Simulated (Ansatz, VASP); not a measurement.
**Two plane-wave programs on Si**

```
Si
1.0
     0.00000    2.71547    2.71547
     2.71547    0.00000    2.71547
     2.71547    2.71547    0.00000
Si
2
Direct
  0.00000 0.00000 0.00000
  0.25000 0.25000 0.25000
```

Alike in both runs: task single point; functional PBE; k mesh 4 × 4 × 4; occupations gaussian, width 0.02 eV; no spin polarisation.

```csv
,VASP,Ansatz
version,VASP 6.6.1,Ansatz 0.2.0
potentials or method,"VASP PAW PBE potentials, release 64 (Si), cutoff 500 eV","scalar-relativistic, plane waves, PAW"
valence electrons in the cell,8,8
```

```tsv
	VASP	Ansatz	Ansatz less VASP
gap on the k mesh at the Fermi level (eV)	0.69	0.69	-0.002
least direct gap on the mesh (eV)	2.55	2.54	-0.005
pressure (GPa)	2.6	2.7	+0.08
```

The k mesh is coarse, so the values compare programs but aren't converged.
